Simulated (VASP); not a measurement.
# Al2P2H in VASP: single point with PBE

Aim: the single point of Al2P2H with PBE.

Everything below comes from runs of VASP 6.6.1. Logs are shortened: lines on timing, memory, paths and dates and some standing lists are left out, and cuts for length are marked.

## (1) The cell of the first run

The cell holds a wire or tube with vacuum around it, 10 atoms: a = 23.400 Å, b = 9.300 Å, c = 3.831 Å, α = 90.00°, β = 90.00°, γ = 90.00°.

## (2) Single point, PBE, collinear spin

Contents of INCAR:

```
ALGO = Normal
EDIFF = 1E-6
ENCUT = 400
GGA = PE
GGA_COMPAT = False
ISIF = 2
ISMEAR = 0
ISPIN = 2
LASPH = True
LCHARG = False
LORBIT = 11
LREAL = False
LWAVE = False
MAGMOM = 0 0 0 -1 1 0 0 0 0 0
NBANDS = 32
NELM = 200
PREC = Accurate
SIGMA = 0.05
```

Contents of KPOINTS:

```
k-points
0
Gamma
  1 1 14
```

Contents of POSCAR:

```
Al2P2H
1.0
   23.4000000000      0.0000000000      0.0000000000
    0.0000000000      9.3000000000      0.0000000000
    0.0000000000      0.0000000000      3.8310785883
Al P H
4 4 2
Direct
    0.3471578421      0.5421863615      0.0000000000
    0.4536969831      0.5740653645      0.5000000000
    0.5604738311      0.4629905662      1.0000000000
    0.6887712064      0.5010052546      0.5000000000
    0.2949140942      0.4937144239      0.5000000000
    0.4238318455      0.6969136367      0.0000000000
    0.5147731537      0.3797426681      0.5000000000
    0.6454191888      0.5863215497      0.0000000000
    0.7491737297      0.4225045320      0.5000000000
    0.2910189132      0.3405768865      0.5000000000
```

Potentials or basis: VASP PAW PBE potentials, release 64 (Al, P, H).

On the command line:

```bash
$ cat potpaw_PBE.64/Al/POTCAR potpaw_PBE.64/P/POTCAR potpaw_PBE.64/H/POTCAR > POTCAR
$ mpirun -np 1 vasp_std > vasp.out
```

OUTCAR:

```text
EDIFF = 1E-6
   ENCUT = 400
   GGA = PE
   ISIF = 2
   ISMEAR = 0
   ISPIN = 2
   LASPH = True
   LORBIT = 11
   LREAL = False
   NELM = 200
   PREC = Accurate

 ion  position               nearest neighbor table
   1  0.347  0.542  0.000-   6 2.30   5 2.32   5 2.32   2 3.16   2 3.16
   2  0.454  0.574  0.500-   7 2.30   6 2.34   6 2.34   1 3.16   1 3.16   3 3.31   3 3.31
   3  0.560  0.463  0.000-   8 2.29   7 2.33   7 2.33   2 3.31   2 3.31
   4  0.689  0.501  0.500-   9 1.59   8 2.31   8 2.31
   5  0.295  0.494  0.500-  10 1.43   1 2.32   1 2.32
   6  0.424  0.697  0.000-   1 2.30   2 2.34   2 2.34
   7  0.515  0.380  0.500-   2 2.30   3 2.33   3 2.33
   8  0.645  0.586  0.000-   3 2.29   4 2.31   4 2.31
   9  0.749  0.423  0.500-   4 1.59
  10  0.291  0.341  0.500-   5 1.43

  LATTYP: Found a simple orthorhombic cell.
 ALAT       =     3.8310785883
 B/A-ratio  =     2.4275148070
 C/A-ratio  =     6.1079404822

  Lattice vectors:

 A1 = (   0.0000000000,   0.0000000000,  -3.8310785883)
 A2 = (   0.0000000000,   9.3000000000,   0.0000000000)
 A3 = (  23.4000000000,   0.0000000000,   0.0000000000)

Analysis of symmetry for initial positions (statically):
=====================================================================
 Subroutine PRICEL returns:
 Original cell was already a primitive cell.

 Routine SETGRP: Setting up the symmetry group for a
 simple orthorhombic supercell.

 Subroutine GETGRP returns: Found  2 space group operations
 (whereof  2 operations were pure point group operations)
 out of a pool of  8 trial point group operations.

The static configuration has the point symmetry C_1h.

Analysis of symmetry for dynamics (positions and initial velocities):
=====================================================================
 Subroutine PRICEL returns:
 Original cell was already a primitive cell.

 Routine SETGRP: Setting up the symmetry group for a
 simple orthorhombic supercell.

 Subroutine GETGRP returns: Found  2 space group operations
 (whereof  2 operations were pure point group operations)
 out of a pool of  8 trial point group operations.

The dynamic configuration has the point symmetry C_1h.

Analysis of structural, dynamic, and magnetic symmetry:
=====================================================================
 Subroutine PRICEL returns:
 Original cell was already a primitive cell.

 Routine SETGRP: Setting up the symmetry group for a
 simple orthorhombic supercell.

 Subroutine GETGRP returns: Found  2 space group operations
 (whereof  2 operations were pure point group operations)
 out of a pool of  8 trial point group operations.

The overall configuration has the point symmetry C_1h.

 Subroutine INISYM returns: Found  2 space group operations
 (whereof  2 operations are pure point group operations),
 and found     1 'primitive' translations

----------------------------------------------------------------------------------------

                                     Primitive cell

  volume of cell :     833.7193

  direct lattice vectors                    reciprocal lattice vectors
    23.400000000  0.000000000  0.000000000     0.042735043  0.000000000  0.000000000
     0.000000000  9.300000000  0.000000000     0.000000000  0.107526882  0.000000000
     0.000000000  0.000000000  3.831078588     0.000000000  0.000000000  0.261023098

  length of vectors
    23.400000000  9.300000000  3.831078588     0.042735043  0.107526882  0.261023098

  position of ions in fractional coordinates (direct lattice)
     0.347157842  0.542186362  0.000000000
     0.453696983  0.574065365  0.500000000
     0.560473831  0.462990566  0.000000000
     0.688771206  0.501005255  0.500000000
     0.294914094  0.493714424  0.500000000
     0.423831845  0.696913637  0.000000000
     0.514773154  0.379742668  0.500000000
     0.645419189  0.586321550  0.000000000
     0.749173730  0.422504532  0.500000000
     0.291018913  0.340576887  0.500000000

  ion indices of the primitive-cell ions
   primitive index   ion index
                 1           1
[... 54 lines left out ...]
 SYSTEM =  unknown system
   PREC   = accura    normal or accurate (medium, high low for compatibility)
   ISTART =      0    job   : 0-new  1-cont  2-samecut
   ICHARG =      2    charge: 1-file 2-atom 10-const
   ISPIN  =      2    spin polarized calculation?
   LNONCOLLINEAR =      F non collinear calculations
   LSORBIT =      F    spin-orbit coupling
   LASPH  =      T    aspherical Exc in radial PAW
   ENCUT  =  400.0 eV  29.40 Ry    5.42 a.u.  38.16 15.17  6.25*2*pi/ulx,y,z
   NELM   =    200;   NELMIN=  2; NELMDL= -5     # of ELM steps
   EDIFF  = 0.1E-05   stopping-criterion for ELM
   LREAL  =      F    real-space projection
   EDIFFG = 0.1E-04   stopping-criterion for IOM
   NSW    =      0    number of steps for IOM
   IBRION =     -1    ionic relax: 0-MD 1-quasi-New 2-CG
   NFREE  =      0    steps in history (QN), initial steepest desc. (CG)
   ISIF   =      2    stress and relaxation
   ISYM   =      2    0-nonsym 1-usesym 2-fastsym
   POTIM  = 0.5000    time-step for ionic-motion
   TEBEG  =    0.0;   TEEND  =   0.0 temperature during run
   PSTRESS=    0.0 pullay stress
   NELECT =      34.0000    total number of electrons
   NUPDOWN=      -1.0000    fix difference up-down
   EMIN   =  10.00;   EMAX   =-10.00  energy-range for DOS
   EFERMI =   0.00;   METHOD = LEGACY
   ISMEAR =     0;   SIGMA  =   0.05  broadening in eV -4-tet -1-fermi 0-gaus
   EFERMI_NEDOS =   21; number of points for ismear=-14 and -15
   IALGO  =     38    algorithm
   IMIX   =      4    mixing-type and parameters
     AMIX     =   0.40;   BMIX     =  1.00
     AMIX_MAG =   1.60;   BMIX_MAG =  1.00
  volume/ion in A,a.u.               =      83.37       562.62
  Fermi-wavevector in a.u.,A,eV,Ry     =   0.563501  1.064862  4.320300  0.317533
  Thomas-Fermi vector in A             =   1.600668
   LORBIT       =     11    0 simple, 1 ext, 2 COOP (PROOUT), +10 PAW based schemes
   GGA     = PE    functional components
   LHFCALC =     F    Hartree Fock is set to
   AEXX    =    0.0000 exact exchange contribution
   IVDW    =     0    specifies the selected vdW correction
   LEPSILON=     F    determine dielectric tensor
   LRPA    =     F    only Hartree local field effects (RPA)
 spin polarized calculation
 Gauss-broadening in eV      SIGMA  =   0.05
  energy-cutoff  :      400.00
  volume of cell :      833.72
 maximum number of plane-waves:     15187
 NGX is ok and might be reduce to   160
   NGX = 77   NGY = 31   NGZ = 13

 number of electron      34.0000000 magnetization       0.0000000

 number of electron      34.0000000 magnetization      -0.0000000

 Free energy of the ion-electron system (eV)
  ---------------------------------------------------
  ext. energy  EPLUGINS =         0.00000000
  ---------------------------------------------------
  free energy    TOTEN  =       -43.70004108 eV

  energy without entropy =      -43.70004108  energy(sigma->0) =      -43.70004108

 E-fermi :  -3.5691     XC(G=0):  -2.8806

 val. band max:       -3.7907538919   @ k =   0.0000   0.0000   0.0000
 cond. band min:      -1.2209618099   @ k =   0.0000   0.0000   0.5000
 fundamental gap:      2.5697920821
 Fermi energy:        -3.5691398246

 spin component 1

 k-point     1 :       0.0000    0.0000    0.0000
  band No.  band energies     occupation
      1     -14.0002      1.00000
      2     -13.6662      1.00000
      3     -13.2495      1.00000
      4     -12.8186      1.00000
      5      -8.0412      1.00000
      6      -7.7756      1.00000
[... 245 lines left out ...]
     28       2.4475      0.00000
     29       2.6766      0.00000
 Fermi energy:        -3.5691398246

 spin component 2

 k-point     1 :       0.0000    0.0000    0.0000
  band No.  band energies     occupation
      1     -14.0002      1.00000
      2     -13.6662      1.00000
      3     -13.2495      1.00000
      4     -12.8186      1.00000
      5      -8.0412      1.00000
      6      -7.7756      1.00000
[... 245 lines left out ...]
     28       2.4475      0.00000
     29       2.6766      0.00000
 [bands above 29 left out]

------------------------ aborting loop because EDIFF is reached ----------------------------------------

  FORCE on cell =-STRESS in cart. coord.  units (eV):
  Direction    XX          YY          ZZ          XY          YZ          ZX
  --------------------------------------------------------------------------------------
  -------------------------------------------------------------------------------------
  Total       -0.1939708     -0.1979972     -0.2570147     -0.0064994      0.0000000      0.0000000
  in kB       -0.3727582     -0.3804956     -0.4939110     -0.0124900      0.0000000      0.0000000
  external PRESSURE =      -0.4157216 kB  Pullay stress =       0.0000000 kB

 VOLUME and BASIS-vectors are now :
 -----------------------------------------------------------------------------
  energy-cutoff  :      400.00
  volume of cell :      833.72
      direct lattice vectors                 reciprocal lattice vectors
    23.400000000  0.000000000  0.000000000     0.042735043  0.000000000  0.000000000
     0.000000000  9.300000000  0.000000000     0.000000000  0.107526882  0.000000000
     0.000000000  0.000000000  3.831078588     0.000000000  0.000000000  0.261023098

 POSITION                                       TOTAL-FORCE (eV/Angst)
 -----------------------------------------------------------------------------------
      8.12349      5.04233      0.00000         0.000369      0.001654      0.000000
     10.61651      5.33881      1.91554         0.003115     -0.002517      0.000000
     13.11509      4.30581      0.00000         0.012577      0.000052      0.000000
     16.11725      4.65935      1.91554        -0.019507      0.001888      0.000000
      6.90099      4.59154      1.91554         0.002292     -0.026042      0.000000
      9.91767      6.48130      0.00000        -0.003895     -0.003594      0.000000
     12.04569      3.53161      1.91554        -0.002760      0.012995      0.000000
     15.10281      5.45279      0.00000        -0.003257     -0.003015      0.000000
     17.53067      3.92929      1.91554         0.007763     -0.004678      0.000000
      6.80984      3.16737      1.91554         0.003304      0.023257      0.000000
 -----------------------------------------------------------------------------------
    total drift:                               -0.000155      0.000425      0.000002

  FREE ENERGIE OF THE ION-ELECTRON SYSTEM (eV)
  ---------------------------------------------------
  free  energy   TOTEN  =       -43.7000410844 eV

  energy  without entropy=      -43.7000410844  energy(sigma->0) =      -43.70004108

 total charge

# of ion       s       p       d       tot
------------------------------------------
    1        0.425   0.366   0.000   0.791
    2        0.420   0.354   0.000   0.773
    3        0.423   0.352   0.000   0.775
    4        0.434   0.365   0.000   0.799
    5        1.035   1.537   0.000   2.571
    6        1.056   1.492   0.000   2.548
    7        1.050   1.505   0.000   2.556
    8        1.035   1.538   0.000   2.574
    9        0.547   0.007   0.000   0.554
   10        0.550   0.023   0.000   0.573
--------------------------------------------------
tot          6.974   7.538   0.000  14.513

 magnetization (x)

# of ion       s       p       d       tot
------------------------------------------
    1        0.000  -0.000   0.000   0.000
    2        0.000  -0.000   0.000   0.000
    3       -0.000  -0.000   0.000  -0.000
    4        0.000   0.000   0.000   0.000
    5       -0.000  -0.000   0.000  -0.000
    6        0.000   0.000   0.000   0.000
    7        0.000   0.000   0.000   0.000
    8        0.000   0.000   0.000   0.000
    9        0.000   0.000   0.000   0.000
   10       -0.000  -0.000   0.000  -0.000
--------------------------------------------------
tot          0.000   0.000   0.000   0.000
```

It took 22 min on 1 thread of Oxide Virtual Turin-like, shared host; peak memory 0.9 GiB.

What came out:

| Item | Value |
| --- | --- |
| Free energy | -43.7000 eV |
| Largest force | 0.026 eV/Å |
| Band gap on the k mesh | 2.57 eV (least direct gap 2.70 eV) |
| Net moment | 0.00 μB per cell |
| Valence electrons inside the program's atomic spheres | Al 0.79, 0.77, 0.78, 0.80; P 2.57, 2.55, 2.56 (each value once); H 0.55, 0.57 |

Forces in eV/Å, atoms in the order of the input:
```
Al   0.000  0.002  0.000
Al   0.003 -0.003  0.000
Al   0.013  0.000  0.000
Al  -0.020  0.002  0.000
P    0.002 -0.026  0.000
P   -0.004 -0.004  0.000
P   -0.003  0.013  0.000
P   -0.003 -0.003  0.000
H    0.008 -0.005  0.000
H    0.003  0.023  0.000
```

Levels at points of the mesh, in eV from the valence-band top:
Spin up:
```tsv
k point	band 14	band 15	band 16	band 17	band 18	band 19	band 20	band 21
(0.00, 0.00, 0.00)	-0.42	-0.31	-0.25	0.00	2.70	2.84	3.23	3.28
(0.00, 0.00, 0.50)	-0.88	-0.74	-0.34	-0.18	2.57	2.69	3.09	3.15
```
Spin down:
```
           k point  band 14  band 15  band 16  band 17  band 18  band 19  band 20  band 21
(0.00, 0.00, 0.00)    -0.42    -0.31    -0.25     0.00     2.70     2.84     3.23     3.28
(0.00, 0.00, 0.50)    -0.88    -0.74    -0.34    -0.18     2.57     2.69     3.09     3.15
```
